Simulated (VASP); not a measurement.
# Sc12C (a cell with a defect) in VASP: single point with PBE

Aim: the single point of Sc12C (a cell with a defect) with PBE.

Everything below comes from runs of VASP 6.6.1. Logs are shortened: lines on timing, memory, paths and dates and some standing lists are left out, and cuts for length are marked.

## Step 1: The cell of the first run

The cell holds a defect, 13 atoms: a = 6.620 Å, b = 9.930 Å, c = 5.276 Å, α = 90.00°, β = 90.00°, γ = 120.00°.

## Step 2: Single point, PBE

Contents of INCAR:

```
SYSTEM = Sc12C
  PREC = Accurate
  ENCUT = 520
  EDIFF = 1E-7
  ISMEAR = 0
  SIGMA = 0.05
  LREAL = .False.
  LASPH = .True.
  NELM = 100
  ALGO = Normal
  ISIF = 2
  LWAVE = .False.
  LCHARG = .False.
  GGA = PE
  NBANDS = 80
```

Contents of KPOINTS:

```
Automatic mesh
0
Gamma
  3 2 3
  0 0 0
```

Contents of POSCAR:

```
Sc12C
1.0
    6.6200000000      0.0000000000      0.0000000000
   -4.9650000000      8.5996320000      0.0000000000
    0.0000000000      0.0000000000      5.2761400000
Sc C
12 1
Direct
    0.0027293993      0.0027137208     -0.0001169416
    0.1830452347      0.2443759221      0.4996774157
   -0.0026379955      0.3394075467     -0.0002698943
    0.1564988611      0.5495809588      0.4998436357
    0.0023628566      0.6643516839     -0.0001082231
    0.1748205089      0.8785385235      0.4999029594
    0.4922460794     -0.0096295981     -0.0000826362
    0.6638416823      0.2218001887      0.4997848806
    0.5121653772      0.3451395362     -0.0002077276
    0.6688271261      0.5532553021      0.4998989792
    0.4866509145      0.6589448246     -0.0000949558
    0.6465940832      0.8791625037      0.4999819944
    0.0058854677      0.0056710566      0.4998341591
```

Potentials or basis: VASP PAW PBE potentials, release 64 (Sc_sv, C).

Command:

```console
> cat potpaw_PBE.64/Sc_sv/POTCAR potpaw_PBE.64/C/POTCAR > POTCAR
> mpirun -np 1 vasp_std > vasp.out
```

OUTCAR:

```text
SYSTEM = Sc12C
   PREC = Accurate
   ENCUT = 520
   EDIFF = 1E-7
   ISMEAR = 0
   LREAL = .False.
   LASPH = .True.
   NELM = 100
   ISIF = 2
   GGA = PE

 ion  position               nearest neighbor table
   1  0.003  0.003  1.000-  13 2.64  13 2.64   7 3.30   7 3.32  12 3.34  12 3.34   6 3.34   6 3.34
                             2 3.36   5 3.36   2 3.36   3 3.36   9 3.39  11 3.42
   2  0.183  0.244  0.500-  13 2.05   4 3.12  10 3.14   3 3.24   3 3.24   9 3.24   9 3.25   8 3.30
                             8 3.33   1 3.36   1 3.36
   3  0.997  0.339  1.000-   4 3.20   4 3.20  11 3.21   5 3.21   9 3.24   2 3.24   2 3.24   8 3.26
                             8 3.26   1 3.36   9 3.38   7 3.41
   4  0.156  0.550  0.500-   2 3.12   3 3.20   3 3.20   6 3.21   5 3.23   5 3.23  11 3.25  10 3.25
                            11 3.25   8 3.26  12 3.26  10 3.37
   5  0.002  0.664  1.000-   9 3.21   3 3.21   6 3.22   6 3.22  11 3.23   4 3.23   4 3.23   7 3.24
                            10 3.26  10 3.26   1 3.36  11 3.39
   6  0.175  0.879  0.500-  13 2.06  12 3.12   7 3.21   7 3.21   4 3.21   5 3.22   5 3.22  10 3.29
                             8 3.33   1 3.34   1 3.34
   7  0.492  0.990  1.000-   6 3.21   6 3.21  12 3.22  12 3.22   5 3.24  11 3.27   1 3.30   8 3.30
                             8 3.31   1 3.32   3 3.41
   8  0.664  0.222  0.500-   4 3.26   3 3.26   3 3.26   9 3.27   9 3.27  10 3.27   2 3.30   7 3.30
                             7 3.31   6 3.33   2 3.33  12 3.35
   9  0.512  0.345  1.000-  10 3.19  10 3.19  11 3.20   5 3.21   3 3.24   2 3.24   2 3.25   8 3.27
                             8 3.27   3 3.38   1 3.39
  10  0.669  0.553  0.500-   2 3.14   9 3.19   9 3.19   4 3.25   5 3.26   5 3.26   8 3.27  11 3.28
                            11 3.28   6 3.29  12 3.31   4 3.37
  11  0.487  0.659  1.000-   9 3.20   3 3.21   5 3.23   4 3.25   4 3.25  12 3.25  12 3.25   7 3.27
                            10 3.28  10 3.28   5 3.39   1 3.42
  12  0.647  0.879  0.500-  13 2.06   6 3.12   7 3.22   7 3.22  11 3.25  11 3.25   4 3.26  10 3.31
                             1 3.34   1 3.34   8 3.35
  13  0.006  0.006  0.500-   2 2.05  12 2.06   6 2.06   1 2.64   1 2.64

  LATTYP: Found a simple monoclinic cell.
 ALAT       =     6.6200000000
 B/A-ratio  =     0.7970000000
 C/A-ratio  =     1.3228756170
 COS(beta)  =    -0.1889822420

  Lattice vectors:

 A1 = (   6.6200000000,   0.0000000000,   0.0000000000)
 A2 = (   0.0000000000,   0.0000000000,   5.2761400000)
 A3 = (  -1.6550000000,  -8.5996320000,   0.0000000000)

Analysis of symmetry for initial positions (statically):
=====================================================================
 Subroutine PRICEL returns:
 Original cell was already a primitive cell.

 Routine SETGRP: Setting up the symmetry group for a
 simple monoclinic supercell.

 Subroutine GETGRP returns: Found  1 space group operations
 (whereof  1 operations were pure point group operations)
 out of a pool of  4 trial point group operations.

The static configuration has the point symmetry C_1 .

Analysis of symmetry for dynamics (positions and initial velocities):
=====================================================================
 Subroutine PRICEL returns:
 Original cell was already a primitive cell.

 Routine SETGRP: Setting up the symmetry group for a
 simple monoclinic supercell.

 Subroutine GETGRP returns: Found  1 space group operations
 (whereof  1 operations were pure point group operations)
 out of a pool of  4 trial point group operations.

The dynamic configuration has the point symmetry C_1 .

 Subroutine INISYM returns: Found  1 space group operations
 (whereof  1 operations are pure point group operations),
 and found     1 'primitive' translations

----------------------------------------------------------------------------------------

                                     Primitive cell

  volume of cell :     300.3683

  direct lattice vectors                    reciprocal lattice vectors
     6.620000000  0.000000000  0.000000000     0.151057402  0.087213034  0.000000000
    -4.965000000  8.599632000  0.000000000     0.000000000  0.116284046  0.000000000
     0.000000000  0.000000000  5.276140000     0.000000000  0.000000000  0.189532499

  length of vectors
     6.620000000  9.929999775  5.276140000     0.174426065  0.116284046  0.189532499

  position of ions in fractional coordinates (direct lattice)
     0.002729399  0.002713721  0.999883058
     0.183045235  0.244375922  0.499677416
     0.997362004  0.339407547  0.999730106
     0.156498861  0.549580959  0.499843636
     0.002362857  0.664351684  0.999891777
     0.174820509  0.878538523  0.499902959
     0.492246079  0.990370402  0.999917364
     0.663841682  0.221800189  0.499784881
[... 36 lines left out ...]

  Length of vectors
     0.058142022  0.058142023  0.063177500

  Shift w.r.t. Gamma in fractional coordinates (k-lattice)
     0.000000000  0.000000000  0.000000000

 -----------------------------------------------------------------------------
|                                                                             |
|           W    W    AA    RRRRR   N    N  II  N    N   GGGG   !!!           |
|           W    W   A  A   R    R  NN   N  II  NN   N  G    G  !!!           |
|           W    W  A    A  R    R  N N  N  II  N N  N  G       !!!           |
|           W WW W  AAAAAA  RRRRR   N  N N  II  N  N N  G  GGG   !            |
|           WW  WW  A    A  R   R   N   NN  II  N   NN  G    G                |
|           W    W  A    A  R    R  N    N  II  N    N   GGGG   !!!           |
|                                                                             |
|     Your reciprocal lattice and k-lattice belong to different lattice       |
|     classes:                                                                |
|                                                                             |
|        The reciprocal lattice is simple monoclinic,                         |
|        whereas your k-lattice is hexagonal.                                 |
|                                                                             |
|     Results are often still useful ...                                      |
|                                                                             |
 -----------------------------------------------------------------------------

 Subroutine IBZKPT returns following result:
 ===========================================

 Found     10 irreducible k-points:

 Following reciprocal coordinates:
            Coordinates               Weight
  0.000000  0.000000  0.000000      1.000000
  0.333333  0.000000  0.000000      2.000000
  0.000000  0.500000  0.000000      1.000000
  0.333333  0.500000  0.000000      2.000000
  0.000000  0.000000  0.333333      2.000000
  0.333333  0.000000  0.333333      2.000000
 -0.333333 -0.000000  0.333333      2.000000
  0.000000  0.500000  0.333333      2.000000
  0.333333  0.500000  0.333333      2.000000
 -0.333333  0.500000  0.333333      2.000000
   k-points           NKPTS =     10   k-points in BZ     NKDIM =     10   number of bands    NBANDS=     80
   number of dos      NEDOS =    301   number of ions     NIONS =     13
   total plane-waves  NPLWV = 160000
   dimension x,y,z NGX =    50 NGY =   80 NGZ =   40
   dimension x,y,z NGXF=   100 NGYF=  160 NGZF=   80
   ions per type =              12   1
   NGX,Y,Z   is equivalent  to a cutoff of  12.56, 13.39, 12.60 a.u.
   NGXF,Y,Z  is equivalent  to a cutoff of  25.11, 26.79, 25.21 a.u.
 SYSTEM =  Sc12C
   PREC   = accura    normal or accurate (medium, high low for compatibility)
   ISTART =      0    job   : 0-new  1-cont  2-samecut
   ICHARG =      2    charge: 1-file 2-atom 10-const
   ISPIN  =      1    spin polarized calculation?
   LNONCOLLINEAR =      F non collinear calculations
   LSORBIT =      F    spin-orbit coupling
   LASPH  =      T    aspherical Exc in radial PAW
   ENCUT  =  520.0 eV  38.22 Ry    6.18 a.u.  12.31 18.46  9.81*2*pi/ulx,y,z
   NELM   =    100;   NELMIN=  2; NELMDL= -5     # of ELM steps
   EDIFF  = 0.1E-06   stopping-criterion for ELM
   LREAL  =      F    real-space projection
   EDIFFG = 0.1E-05   stopping-criterion for IOM
   NSW    =      0    number of steps for IOM
   IBRION =     -1    ionic relax: 0-MD 1-quasi-New 2-CG
   NFREE  =      0    steps in history (QN), initial steepest desc. (CG)
   ISIF   =      2    stress and relaxation
   ISYM   =      2    0-nonsym 1-usesym 2-fastsym
   POTIM  = 0.5000    time-step for ionic-motion
   TEBEG  =    0.0;   TEEND  =   0.0 temperature during run
   PSTRESS=    0.0 pullay stress
   NELECT =     136.0000    total number of electrons
   NUPDOWN=      -1.0000    fix difference up-down
   EMIN   =  10.00;   EMAX   =-10.00  energy-range for DOS
   EFERMI =   0.00;   METHOD = LEGACY
   ISMEAR =     0;   SIGMA  =   0.05  broadening in eV -4-tet -1-fermi 0-gaus
   EFERMI_NEDOS =   21; number of points for ismear=-14 and -15
   IALGO  =     38    algorithm
   IMIX   =      4    mixing-type and parameters
     AMIX     =   0.40;   BMIX     =  1.00
     AMIX_MAG =   1.60;   BMIX_MAG =  1.00
  volume/ion in A,a.u.               =      23.11       155.92
  Fermi-wavevector in a.u.,A,eV,Ry     =   1.257100  2.375574 21.501284  1.580300
  Thomas-Fermi vector in A             =   2.390775
   LORBIT       =      0    0 simple, 1 ext, 2 COOP (PROOUT), +10 PAW based schemes
   GGA     = PE    functional components
   LHFCALC =     F    Hartree Fock is set to
   AEXX    =    0.0000 exact exchange contribution
   IVDW    =     0    specifies the selected vdW correction
   LEPSILON=     F    determine dielectric tensor
   LRPA    =     F    only Hartree local field effects (RPA)
 non-spin polarized calculation
 Gauss-broadening in eV      SIGMA  =   0.05
  energy-cutoff  :      520.00
  volume of cell :      300.37
 maximum number of plane-waves:      8103
 NGX is ok and might be reduce to    50
   NGX = 25   NGY = 37   NGZ = 19

 number of electron     136.0000002 magnetization

 Free energy of the ion-electron system (eV)
  ---------------------------------------------------
  ext. energy  EPLUGINS =         0.00000000
  ---------------------------------------------------
  free energy    TOTEN  =       -83.49072422 eV

  energy without entropy =      -83.45141515  energy(sigma->0) =      -83.47106968

 E-fermi :   3.6963     XC(G=0):  -9.9383

 val. band max:        3.6930016033   @ k =   0.3333   0.5000   0.3333
 cond. band min:       3.7013391963   @ k =   0.0000   0.5000   0.0000
 fundamental gap:      0.0083375930
 Fermi energy:         3.6962548881

 k-point     1 :       0.0000    0.0000    0.0000
  band No.  band energies     occupation
      1     -45.8831      2.00000
      2     -45.8178      2.00000
      3     -45.7116      2.00000
      4     -45.6682      2.00000
      5     -45.6409      2.00000
      6     -45.6376      2.00000
[... 819 lines left out ...]
     79       4.7494      0.00000
     80       4.8389      0.00000

------------------------ aborting loop because EDIFF is reached ----------------------------------------

  FORCE on cell =-STRESS in cart. coord.  units (eV):
  Direction    XX          YY          ZZ          XY          YZ          ZX
  --------------------------------------------------------------------------------------
  -------------------------------------------------------------------------------------
  Total        4.5370601      5.5577208     -2.5927483     -0.0585126     -0.0032005     -0.0012485
  in kB       24.2008682     29.6451152    -13.8298276     -0.3121084     -0.0170714     -0.0066596
  external PRESSURE =      13.3387186 kB  Pullay stress =       0.0000000 kB

 VOLUME and BASIS-vectors are now :
 -----------------------------------------------------------------------------
  energy-cutoff  :      520.00
  volume of cell :      300.37
      direct lattice vectors                 reciprocal lattice vectors
     6.620000000  0.000000000  0.000000000     0.151057402  0.087213034  0.000000000
    -4.965000000  8.599632000  0.000000000     0.000000000  0.116284046  0.000000000
     0.000000000  0.000000000  5.276140000     0.000000000  0.000000000  0.189532499

 POSITION                                       TOTAL-FORCE (eV/Angst)
 -----------------------------------------------------------------------------------
      0.00459      0.02334      5.27552         0.005259     -0.017184     -0.000253
     -0.00157      2.10154      2.63637        -0.005168      0.053266      0.000924
      4.91738      2.91878      5.27472         0.000527     -0.013177      0.000644
     -1.69265      4.72619      2.63725        -0.002116      0.001233      0.000017
     -3.28286      5.71318      5.27557        -0.004155      0.002187     -0.000567
     -3.20463      7.55511      2.63756         0.051364     -0.027176      0.000216
     -1.65852      8.51682      5.27570         0.005392      0.031888     -0.000198
      3.29339      1.90740      2.63693        -0.008173      0.006841      0.000302
      1.67692      2.96807      5.27504        -0.006260     -0.017820      0.000006
      1.68072      4.75779      2.63754        -0.007141     -0.012397     -0.000588
     -0.05003      5.66668      5.27564        -0.007821      0.010641      0.000056
     -0.08459      7.56047      2.63797        -0.035270     -0.018229     -0.000633
      0.01081      0.04877      2.63720         0.013562     -0.000072      0.000073
 -----------------------------------------------------------------------------------
    total drift:                                0.000250     -0.000185      0.000079

  FREE ENERGIE OF THE ION-ELECTRON SYSTEM (eV)
  ---------------------------------------------------
  free  energy   TOTEN  =       -83.4907242159 eV

  energy  without entropy=      -83.4514151472  energy(sigma->0) =      -83.47106968
```

It took 15 min on 1 thread of Intel Xeon 8259CL, shared host; peak memory 0.49 GiB.

What came out:

```
Free energy            : -83.4907 eV
Pressure               : 1.3 GPa
Largest force          : 0.058 eV/Å
Band gap on the k mesh : zero (bands 68 and 69 overlap by 0.33 eV)
```

Forces on the atoms (eV/Å):
```
Sc   0.005 -0.017  0.000
Sc  -0.005  0.053  0.001
Sc   0.001 -0.013  0.001
Sc  -0.002  0.001  0.000
Sc  -0.004  0.002 -0.001
Sc   0.051 -0.027  0.000
Sc   0.005  0.032  0.000
Sc  -0.008  0.007  0.000
Sc  -0.006 -0.018  0.000
Sc  -0.007 -0.012 -0.001
Sc  -0.008  0.011  0.000
Sc  -0.035 -0.018 -0.001
C    0.014  0.000  0.000
```

Levels at points of the mesh, in eV from the Fermi level:
```
           k point  band 64  band 65  band 66  band 67  band 68  band 69  band 70  band 71
(0.00, 0.00, 0.00)    -0.47    -0.42    -0.35    -0.34    -0.26    -0.21    -0.07     0.18
(0.00, 0.50, 0.00)    -0.51    -0.45    -0.44    -0.34    -0.26    -0.23     0.01     0.08
```

Caveat: the k points lie up to 0.40 Å⁻¹ apart.
